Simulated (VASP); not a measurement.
## Ti4HBr: relaxation of cell and atoms with PBE

The system is Ti4HBr.

```
Ti H Br
1.0
     0.00000    3.62124    3.62124
     3.62124    0.00000    3.62124
     3.62124    3.62124    0.00000
Ti H Br
4 1 1
Direct
  0.87421 0.37736 0.87421
  0.87421 0.87421 0.37736
  0.87421 0.87421 0.87421
  0.37736 0.87421 0.87421
  0.25000 0.25000 0.25000
  0.50000 0.50000 0.50000
```

The cell was built from a structure type or drawn by symmetry, and may not be a known phase.

```
Program                : VASP 6.6.1
Task                   : relaxation of cell and atoms
Functional             : PBE
Potentials or basis    : VASP PAW PBE potentials, release 64 (Ti_sv, H, Br)
Cutoff                 : 600 eV
k mesh                 : 4 × 4 × 4
Occupations            : gaussian, width 0.1 eV
Spin                   : collinear spin
Starting moments       : [1.0, 1.0, 1.0, 1.0, 0.0, 0.0] μB
Dipole correction      : no
Further INCAR settings : ALGO = Normal; EDIFF = 1e-06; IBRION = 2; EDIFFG = -0.04; NSW = 90; ISIF = 3
```

The relaxed volume is 18.57 Å³/atom and the relaxed cell is a = 5.401 Å, b = 5.401 Å, c = 5.401 Å, α = 60.00°, β = 60.00°, γ = 60.00°. The space group after relaxing (to 0.1 Å) is F-43m (No. 216). The energy gained by relaxing is 80.2 meV/atom, the ionic steps are 6 and the pressure after relaxing is 0.1 GPa. The largest force after relaxing is 0.039 eV/Å. The net moment is 3.09 μB per cell and the site moments are Ti +0.55; H -0.03; Br +0.01 μB. The valence electrons inside the program's atomic spheres are Ti 10.37; H 0.38; Br 4.76.

Forces in eV/Å, atoms in the order of the input:
```
Ti  -0.022  0.022 -0.022
Ti  -0.022 -0.022  0.022
Ti   0.022  0.022  0.022
Ti   0.022 -0.022 -0.022
H    0.000  0.000  0.000
Br   0.000  0.000  0.000
```

Step by step:
```csv
step,energy change (eV),largest force (eV/Å),pressure (GPa),volume (Å³)
1,0.0000,0.6855,8.64,94.97
2,-0.4435,0.2802,1.96,107.20
3,-0.4707,0.0661,-1.17,114.43
4,-0.4789,0.1217,-0.23,112.06
5,-0.4788,0.1313,-0.10,111.70
6,-0.4810,0.0387,0.08,111.40
```

Final structure:
```yaml
crystal:
  lattice:
    - [0.00000, 3.81896, 3.81896]
    - [3.81896, 0.00000, 3.81896]
    - [3.81896, 3.81896, 0.00000]
  atoms:
    - { symbol: Ti, position: [0.87823, 0.36530, 0.87823] }
    - { symbol: Ti, position: [0.87823, 0.87823, 0.36530] }
    - { symbol: Ti, position: [0.87823, 0.87823, 0.87823] }
    - { symbol: Ti, position: [0.36530, 0.87823, 0.87823] }
    - { symbol: H, position: [0.25000, 0.25000, 0.25000] }
    - { symbol: Br, position: [0.50000, 0.50000, 0.50000] }
```

Levels at points of the mesh, in eV from the Fermi level:
Spin up:
| k point | band 28 | band 29 | band 30 | band 31 | band 32 | band 33 |
| --- | --- | --- | --- | --- | --- | --- |
| (0.00, 0.00, 0.00) | -0.37 | -0.37 | -0.37 | 0.98 | 2.04 | 2.04 |
| (0.50, 0.00, 0.00) | -0.46 | -0.13 | 0.22 | 0.22 | 0.44 | 0.44 |
| (0.50, 0.50, 0.00) | -0.21 | 0.15 | 0.28 | 0.28 | 0.28 | 0.65 |
Spin down:
```tsv
k point	band 24	band 25	band 26	band 27	band 28	band 29	band 30	band 31
(0.00, 0.00, 0.00)	-1.41	-1.41	-0.19	-0.19	0.18	0.18	0.18	1.10
(0.50, 0.00, 0.00)	-0.85	-0.59	0.06	0.06	0.08	0.29	0.78	0.78
(0.50, 0.50, 0.00)	-0.44	-0.35	-0.35	-0.03	0.40	0.66	0.79	0.87
```

It took 7.4 min on 1 thread of Intel(R) Xeon(R) 6975P-C (Granite Rapids) (shared host), peak memory 0.34 GiB.

Caveat: the k points lie up to 0.36 Å⁻¹ apart in the final cell; the volume moved by over 15 % at a fixed basis, so the end points are rough.
